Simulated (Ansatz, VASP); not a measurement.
# Ti2Co: VASP beside Ansatz

```
Co Ti
1.0
     0.00000    3.39656    3.39656
     3.39656    0.00000    3.39656
     3.39656    3.39656    0.00000
Co Ti
2 4
Direct
  0.00000 0.00000 0.00000
  0.25000 0.25000 0.25000
  0.62500 0.62500 0.62500
  0.12500 0.62500 0.62500
  0.62500 0.62500 0.12500
  0.62500 0.12500 0.62500
```

Alike in both runs: task single point; functional r2SCAN; k mesh 9 × 9 × 9; no spin polarisation.

|  | VASP | Ansatz |
| --- | --- | --- |
| version | VASP 6.6.1 | Ansatz 0.2.0 |
| potentials or method | VASP PAW PBE potentials, release 64 (Co, Ti_sv), cutoff 520 eV | PAW plane waves |
| occupations | fermi-dirac, width 0.1 eV | fermi-dirac |
| valence electrons in the cell | 66 | 82 |

|  | VASP | Ansatz | Ansatz less VASP |
| --- | --- | --- | --- |
| pressure (GPa) | 15.6 | 14.5 | -1.09 |

VASP's potentials were made for PBE, not for r2SCAN. VASP's potentials hold 66 valence electrons a cell and Ansatz's 82, so a difference there can come from the potentials and not from the codes.
